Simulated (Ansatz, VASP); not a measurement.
# One calculation of PtS2, two programs

```
Pt S
1.0
     3.52918    0.00000    0.00000
    -1.76459    3.05636    0.00000
     0.00000    0.00000    5.08902
Pt S
1 2
Direct
  0.00000 0.00000 0.00000
  0.33333 0.66667 0.24282
  0.66667 0.33333 0.75718
```

Change from the starting cell: hydrostatic strain -0.7%.

Alike in both runs: task single point; functional HSE06; k mesh 6 × 6 × 4; no spin polarisation.

|  | VASP | Ansatz |
| --- | --- | --- |
| version | VASP 6.6.1 | Ansatz 0.2.0 |
| potentials or method | VASP PAW PBE potentials, release 64 (Pt, S) | plane waves, PAW |
| plane-wave cutoff (eV) | 520 | 420 |
| occupations | gaussian, width 0.01 eV | fixed |
| valence electrons in the cell | 22 | 30 |

|  | VASP | Ansatz | Ansatz less VASP |
| --- | --- | --- | --- |
| gap on the k mesh at the Fermi level (eV) | 1.35 | 1.38 | +0.025 |
| pressure (GPa) | 0.1 | 0.6 | +0.44 |
| traceless stress, the component that is largest in VASP (GPa) | -0.15 | -0.25 | -0.096 |
| rms of the force components (eV/Å) | 0.193 | 0.178 | -0.0154 |

Atom by atom the forces differ by 0.015 eV/Å (rms over components). VASP's potentials hold 22 valence electrons a cell and Ansatz's 30, so a difference there can come from the potentials and not from the codes. Ansatz's warnings: stress exchange threshold loose, stress scf threshold loose.

Neither program's run includes spin-orbit coupling.
